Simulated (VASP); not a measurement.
Crystal: Ni.

```xyz
1
Lattice="0.0000 1.7673 1.7673 1.7673 0.0000 1.7673 1.7673 1.7673 0.0000" Properties=species:S:1:pos:R:3 pbc="T T T"
Ni    0.0000    0.0000    0.0000
```

Base run:

```yaml
Program: VASP 6.6.1
Functional: PBEsol
Potentials_or_basis: VASP PAW PBE potentials, release 64 (Ni)
Cutoff: 520 eV
k_mesh: 14 × 14 × 14
Occupations: gaussian, width 0.1 eV
Spin: collinear spin, ferromagnetic start
Starting_moments: "[1.18] μB"
Fixed_moment: 1.18 μB
```

Its results: pressure -6.5 GPa; site moments Ni +1.16 μB.

Q: The run is repeated on the same cell with these changes: fixed moment from 1.18 μB to 1.42 μB; moments at the start from [1.18] to [1.42]. What comes out?

A: Pressure -2.3 GPa; site moments Ni +1.37 μB.

Caveats: the PAW data sets were made with another functional, which shifts forces and pressure a little; the total moment is fixed, so each spin has its own Fermi level; the cell stands under tension (at least some runs).
